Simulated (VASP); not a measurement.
# TiAl3 (I4/mmm) in VASP: notebook, part 2 of 2

VASP 6.6.1. The steps go on from the part before.

## Step 3: Single point, PBE (biaxial strain in the a-b plane: -1.0 %)

The input, INCAR:

```
SYSTEM = TiAl3
PREC = Accurate ; ENCUT = 520
EDIFF = 1E-6 ; ISMEAR = 0
SIGMA = 0.1 ; LREAL = .FALSE.
LASPH = .TRUE. ; NELM = 60
ALGO = Fast ; ISIF = 2
LWAVE = .FALSE. ; LCHARG = .FALSE.
GGA = PE ; NBANDS = 31
```

The input, KPOINTS:

```
regular mesh
0
G
  10 10 4
  0 0 0
```

The input, POSCAR:

```
TiAl3
1.0
    3.8068933901      0.0000000000      0.0000000000
    0.0000000000      3.8068933901      0.0000000000
    0.0000000000      0.0000000000      8.6745464500
Ti Al
2 6
Direct
    0.0000000000      0.0000000000      0.0000000000
    0.5000000000      0.5000000000      0.5000000000
    0.5000000000      0.5000000000      0.0000000000
    0.0000000000      0.5000000000      0.2500000000
    0.5000000000      0.0000000000      0.2500000000
    0.0000000000      0.0000000000      0.5000000000
    0.5000000000      0.0000000000      0.7500000000
    0.0000000000      0.5000000000      0.7500000000
```

Potentials or basis: VASP PAW PBE potentials, release 64 (Ti_sv, Al).

Started as:

```sh
$ cat potpaw_PBE.64/Ti_sv/POTCAR potpaw_PBE.64/Al/POTCAR > POTCAR
$ mpirun -np 1 vasp_std > vasp.out
```

OUTCAR:

```text
SYSTEM = TiAl3
   PREC = Accurate
   ENCUT = 520
   EDIFF = 1E-6
   ISMEAR = 0
   LREAL = .FALSE.
   LASPH = .TRUE.
   NELM = 60
   ISIF = 2
   GGA = PE

 ion  position               nearest neighbor table
   1  0.000  0.000  0.000-   3 2.69   3 2.69   3 2.69   3 2.69   8 2.89   4 2.89   4 2.89   8 2.89
                             5 2.89   5 2.89   7 2.89   7 2.89
   2  0.500  0.500  0.500-   6 2.69   6 2.69   6 2.69   6 2.69   8 2.89   5 2.89   5 2.89   7 2.89
                             4 2.89   4 2.89   8 2.89   7 2.89
   3  0.500  0.500  0.000-   1 2.69   1 2.69   1 2.69   1 2.69   8 2.89   4 2.89   5 2.89   7 2.89
                             5 2.89   4 2.89   8 2.89   7 2.89
   4  0.000  0.500  0.250-   5 2.69   5 2.69   5 2.69   5 2.69   6 2.89   1 2.89   2 2.89   6 2.89
                             2 2.89   3 2.89   3 2.89   1 2.89
   5  0.500  0.000  0.250-   4 2.69   4 2.69   4 2.69   4 2.69   6 2.89   2 2.89   3 2.89   2 2.89
                             1 2.89   3 2.89   6 2.89   1 2.89
   6  0.000  0.000  0.500-   2 2.69   2 2.69   2 2.69   2 2.69   8 2.89   4 2.89   4 2.89   8 2.89
                             5 2.89   5 2.89   7 2.89   7 2.89
   7  0.500  0.000  0.750-   8 2.69   8 2.69   8 2.69   8 2.69   1 2.89   2 2.89   3 2.89   2 2.89
                             1 2.89   6 2.89   3 2.89   6 2.89
   8  0.000  0.500  0.750-   7 2.69   7 2.69   7 2.69   7 2.69   1 2.89   1 2.89   6 2.89   2 2.89
                             2 2.89   3 2.89   3 2.89   6 2.89

  LATTYP: Found a simple tetragonal cell.
 ALAT       =     3.8068933901
 C/A-ratio  =     2.2786418113

  Lattice vectors:

 A1 = (   3.8068933901,   0.0000000000,   0.0000000000)
 A2 = (   0.0000000000,   3.8068933901,   0.0000000000)
 A3 = (   0.0000000000,   0.0000000000,   8.6745464500)

Analysis of symmetry for initial positions (statically):
=====================================================================
 Subroutine PRICEL returns following result:

  LATTYP: Found a body centered tetragonal cell.
 ALAT       =     3.8068933901
 C/A-ratio  =     2.2786418113

  Lattice vectors:
[... 168 lines left out ...]
   GGA     = PE    functional components
   LHFCALC =     F    Hartree Fock is set to
   AEXX    =    0.0000 exact exchange contribution
   IVDW    =     0    specifies the selected vdW correction
   LEPSILON=     F    determine dielectric tensor
   LRPA    =     F    only Hartree local field effects (RPA)
 non-spin polarized calculation
 RMM-DIIS sequential band-by-band and
 Gauss-broadening in eV      SIGMA  =   0.10
  energy-cutoff  :      520.00
  volume of cell :      125.72
 maximum number of plane-waves:      3414
   NGX = 15   NGY = 15   NGZ = 33

 number of electron      42.0000003 magnetization

 Free energy of the ion-electron system (eV)
  ---------------------------------------------------
  ext. energy  EPLUGINS =         0.00000000
  ---------------------------------------------------
  free energy    TOTEN  =       -41.30969895 eV

  energy without entropy =      -41.29330354  energy(sigma->0) =      -41.30150124

 E-fermi :   8.3128     XC(G=0): -10.7737

 val. band max:        8.3127840666   @ k =   0.2000   0.2000   0.0000
 cond. band min:       8.3239337431   @ k =   0.3000   0.1000   0.5000
 fundamental gap:      0.0111496766
 Fermi energy:         8.3128011168

 k-point     1 :       0.0000    0.0000    0.0000
  band No.  band energies     occupation
      1     -48.1478      2.00000
      2     -48.1477      2.00000
      3     -24.4613      2.00000
      4     -24.4613      2.00000
      5     -24.4610      2.00000
      6     -24.4610      2.00000
[... 805 lines left out ...]
     30      12.0432      0.00000
     31      12.5594      0.00000

 [... further k-points ...]

------------------------ aborting loop because EDIFF is reached ----------------------------------------

  FORCE on cell =-STRESS in cart. coord.  units (eV):
  Direction    XX          YY          ZZ          XY          YZ          ZX
  --------------------------------------------------------------------------------------
  -------------------------------------------------------------------------------------
  Total        2.0364662      2.0364662     -0.3672350      0.0000000      0.0000000     -0.0000000
  in kB       25.9537182     25.9537182     -4.6802217      0.0000000      0.0000000     -0.0000000
  external PRESSURE =      15.7424049 kB  Pullay stress =       0.0000000 kB

 VOLUME and BASIS-vectors are now :
 -----------------------------------------------------------------------------
  energy-cutoff  :      520.00
  volume of cell :      125.72
      direct lattice vectors                 reciprocal lattice vectors
     3.806893390  0.000000000  0.000000000     0.262681378  0.000000000  0.000000000
     0.000000000  3.806893390  0.000000000     0.000000000  0.262681378  0.000000000
     0.000000000  0.000000000  8.674546450     0.000000000  0.000000000  0.115279802

 POSITION                                       TOTAL-FORCE (eV/Angst)
 -----------------------------------------------------------------------------------
      0.00000      0.00000      0.00000        -0.000000     -0.000000     -0.000000
      1.90345      1.90345      4.33727         0.000000      0.000000      0.000000
      1.90345      1.90345      0.00000        -0.000000     -0.000000     -0.000000
      0.00000      1.90345      2.16864        -0.000000     -0.000000      0.000000
      1.90345      0.00000      2.16864        -0.000000     -0.000000     -0.000000
      0.00000      0.00000      4.33727        -0.000000     -0.000000     -0.000000
      1.90345      0.00000      6.50591        -0.000000     -0.000000     -0.000000
      0.00000      1.90345      6.50591         0.000000     -0.000000     -0.000000
 -----------------------------------------------------------------------------------
    total drift:                                0.000000      0.000000      0.000000

  FREE ENERGIE OF THE ION-ELECTRON SYSTEM (eV)
  ---------------------------------------------------
  free  energy   TOTEN  =       -41.3096989454 eV

  energy  without entropy=      -41.2933035375  energy(sigma->0) =      -41.30150124
```

stdout:

```text
POSCAR found type information on POSCAR TiAl
 POSCAR found :  2 types and       8 ions
 scaLAPACK will be used
 LDA part: xc-table for (Slater+PW92), standard interpolation
 POSCAR, INCAR and KPOINTS ok, starting setup
 FFT: planning ... GRIDC
 FFT: planning ... GRID_SOFT
 FFT: planning ... GRID
 WAVECAR not read
 entering main loop
WARNING in EDDRMM: call to ZHEGV failed, returncode =   8  4     23
WARNING in EDDRMM: call to ZHEGV failed, returncode =   6  3      9
WARNING in EDDRMM: call to ZHEGV failed, returncode =   6  3     11
WARNING in EDDRMM: call to ZHEGV failed, returncode =   6  3      9
WARNING in EDDRMM: call to ZHEGV failed, returncode =   6  3      8
WARNING in EDDRMM: call to ZHEGV failed, returncode =   8  4      9
WARNING in EDDRMM: call to ZHEGV failed, returncode =   8  4     27
WARNING in EDDRMM: call to ZHEGV failed, returncode =   6  3     27
```

Run time: 16 min. Hardware: 1 thread of AMD EPYC 7R13, shared host; peak memory 0.33 GiB.

What came out:

| Quantity | Value |
| --- | --- |
| Free energy | -41.3097 eV |
| Pressure | 1.6 GPa |
| Band gap on the k mesh | zero (bands 21 and 22 overlap by 2.19 eV) |

Caveat: the cell differs from its parent crystal (biaxial strain in the a-b plane: -1.0 %).
